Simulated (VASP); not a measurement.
**CdTe: single point with PBE**

CdTe:

```xyz
2
Lattice="0.0000 3.2050 3.3492 3.2050 0.0000 3.3492 3.2050 3.2050 0.0000" Properties=species:S:1:pos:R:3 pbc="T T T"
Cd    0.0000    0.0000    0.0000
Te    4.8075    4.8075    5.0238
```

This cell differs from its parent crystal: strain +0.0450 x Voigt [0, 0, 1, 0, 0, 0].

```
Program             : VASP 6.6.1
Task                : single point
Functional          : PBE
Potentials or basis : VASP PAW PBE potentials, release 64 (Cd, Te)
Cutoff              : 520 eV
k mesh              : 8 × 8 × 8
Occupations         : gaussian, width 0.05 eV
Spin                : no spin polarisation
```

- Pressure: 2.2 GPa
- Band gap on the k mesh: 0.68 eV

Stress tensor (GPa, compression positive):
```
2.41 0.00 0.00
0.00 2.41 0.00
0.00 0.00 1.69
```

Levels at points of the mesh, in eV from the valence-band top:
```csv
k point,band 7,band 8,band 9,band 10,band 11,band 12
"(0.00, 0.00, 0.00)",-0.16,0.00,0.00,0.68,4.57,4.57
"(0.50, 0.00, 0.00)",-4.41,-0.92,-0.70,1.74,5.04,5.28
"(0.50, 0.50, 0.00)",-4.44,-1.75,-1.75,2.70,2.84,8.51
"(0.50, 0.00, 0.50)",-4.23,-1.97,-1.90,2.52,2.53,8.81
```

Wall time 21 s on 1 thread of Intel(R) Xeon(R) 6975P-C (Granite Rapids), with other jobs on the host, peak memory 0.24 GiB.

Caveat: the cell differs from its parent crystal (strain +0.0450 x Voigt [0, 0, 1, 0, 0, 0]); spin-orbit coupling is left out, which moves the levels of the heavy elements.
